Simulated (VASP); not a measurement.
PbS, 2 atoms in the cell. The structure is cubic, space group Fm-3m (No. 225). The conventional cell has a = 5.974 Å, b = 5.974 Å, c = 5.974 Å, α = 90.00°, β = 90.00°, γ = 90.00°. Within 3.9 Å of Pb (site symmetry m-3m) lie 6 S at 2.99 Å. Within 3.9 Å of S (site symmetry m-3m) lie 6 Pb at 2.99 Å. 

| Quantity | Value |
| --- | --- |
| Program | VASP 6.6.1 |
| Task | single point |
| Functional | r2SCAN |
| Potentials or basis | VASP PAW PBE potentials, release 64 (Pb_d, S) |
| Cutoff | 520 eV |
| k mesh | 8 × 8 × 8 |
| Occupations | gaussian, width 0.05 eV |
| Spin | no spin polarisation |
| Dipole correction | no |
| Further INCAR settings | ALGO = Normal; EDIFF = 1e-06; NBANDS = 17 |

Potentials or basis: VASP PAW PBE potentials, release 64 (Pb_d, S).

Launch:

```bash
$ cat potpaw_PBE.64/Pb_d/POTCAR potpaw_PBE.64/S/POTCAR > POTCAR
$ cp INCAR.step1 INCAR
$ mpirun -np 1 vasp_std > vasp.out
$ cp INCAR.step2 INCAR
$ mpirun -np 1 vasp_std > vasp.out
```

Hardware: 1 thread of Intel(R) Xeon(R) 6975P-C (Granite Rapids), with other jobs on the host.

Question: How long does it take, and how much memory?

Answer: It took 45 s on 1 thread of Intel(R) Xeon(R) 6975P-C (Granite Rapids), with other jobs on the host, peak memory 0.19 GiB. Counts: k points 29.
